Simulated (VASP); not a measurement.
Runs of VASP 6.6.1 on Au4S. The structure is that of space group P-43m (No. 215), or close to it. The cells are those of the table. 

```csv
task,spin,cell,k mesh,cutoff (eV),smearing,gap on the mesh (eV),pressure (GPa)
single point,off,"a = 4.689 Å, 5 atoms",8 × 8 × 8,520,gaussian 0.02 eV,0.34,-0.2
single point,off,"a = 5.376 Å, 5 atoms",4 × 4 × 4,520,gaussian 0.1 eV,none,-6.2
relaxation of cell and atoms,off,"relaxed from a = 5.376 Å, 5 atoms",4 × 4 × 4,600,gaussian 0.1 eV,0.34,0.0
single point,"collinear, ferromagnetic start","a = 5.376 Å, 5 atoms",4 × 4 × 4,520,gaussian 0.1 eV,none,-6.2
single point,off,"a = 4.694 Å, 5 atoms",4 × 4 × 4,520,gaussian 0.1 eV,(a),-0.4
```

Alike in all rows: level PBE; potentials or basis VASP PAW PBE potentials, release 64 (S, Au).

Problem. Estimate the missing entries.

Solution. (a) 0.35.

Caveats: spin-orbit coupling is left out, which moves the levels of the heavy elements.

A k mesh can miss the band edges, and the runs leave out spin-orbit coupling on Au.

A gap of «none» marks levels without a gap at the run's occupations.
